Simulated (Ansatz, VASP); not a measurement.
# IrF in VASP and in Ansatz

```
CELL_PARAMETERS angstrom
2.86420 0.00000 0.00000
0.00000 2.86420 0.00000
0.00000 0.00000 7.10412
ATOMIC_POSITIONS crystal
Ir 0.00000 0.50000 0.39277
Ir 0.50000 0.00000 0.60723
F 0.00000 0.50000 0.80676
F 0.50000 0.00000 0.19324
```

Change from the starting cell: species swapped into the HfAu type (P4/nmm, No. 129).

Alike in both runs: functional PBE; k mesh 6 × 6 × 4; occupations gaussian, width 0.1 eV; collinear spin.

Ansatz relaxed the structure, and its values are those at the end. VASP's run is a single point on that final structure, the one shown.

```csv
,VASP,Ansatz
version,VASP 6.6.1,Ansatz 0.2.0
potentials or method,"VASP PAW PBE potentials, release 64 (Ir, F), cutoff 520 eV","scalar-relativistic, plane waves, PAW"
valence electrons in the cell,32,48
```

Ansatz gave:

| Property | Result |
| --- | --- |
| gap on the k mesh at the Fermi level (eV) | none |
| pressure (GPa) | 0.0 |
| rms of the force components (eV/Å) | 0.001 |
| net moment per atom (μB) | 0.00 |

Problem. What did VASP give for the same quantities?

Solution. gap on the k mesh at the Fermi level (eV): none; pressure (GPa): 0.3; rms of the force components (eV/Å): 0.043; net moment per atom (μB): 0.00.

A gap of «none» marks a metal or a gap that the smearing closes. VASP's potentials hold 32 valence electrons a cell and Ansatz's 48, so a difference there can come from the potentials and not from the codes. Ansatz's warnings: seeded moment not kept.

The k mesh is coarse, so the values compare programs but aren't converged. Neither program's run includes spin-orbit coupling.
